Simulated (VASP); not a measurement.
Runs of VASP 6.6.1 on AlP. The structure is that of space group F-43m (No. 216), or close to it. The cells are those of the table. 

| level | cell | k mesh | cutoff (eV) | gap on the mesh (eV) | pressure (GPa) |
| --- | --- | --- | --- | --- | --- |
| r2SCAN | a = 3.912 Å, angles 60.0°, 2 atoms | 6 × 6 × 6 | 550 | 1.98 | -2.8 |
| PBE | a = 3.815 Å, angles 60.0°, 2 atoms | 6 × 6 × 6 | 500 | (b) | (c) |
| PBE | a = 3.874 Å, angles 60.0°, 2 atoms | 8 × 8 × 8 | 500 | (a) | 1.3 |
| PBE | a = 3.971 Å, angles 60.0°, 2 atoms | 6 × 6 × 6 | 500 | 1.73 | -4.3 |
| r2SCAN | a = 3.950 Å, angles 60.0°, 2 atoms | 6 × 6 × 6 | 550 | 2.02 | -4.9 |

Alike in all rows: task single point; potentials or basis VASP PAW PBE potentials, release 64 (Al, P); no spin polarisation; smearing gaussian 0.01 eV.

Problem. Fill in the values left out.

Solution. (a) 1.60; (b) 1.50; (c) 5.8.

Caveats: the PAW data sets were made with another functional, which shifts forces and pressure a little (some runs).

A k mesh can miss the band edges.
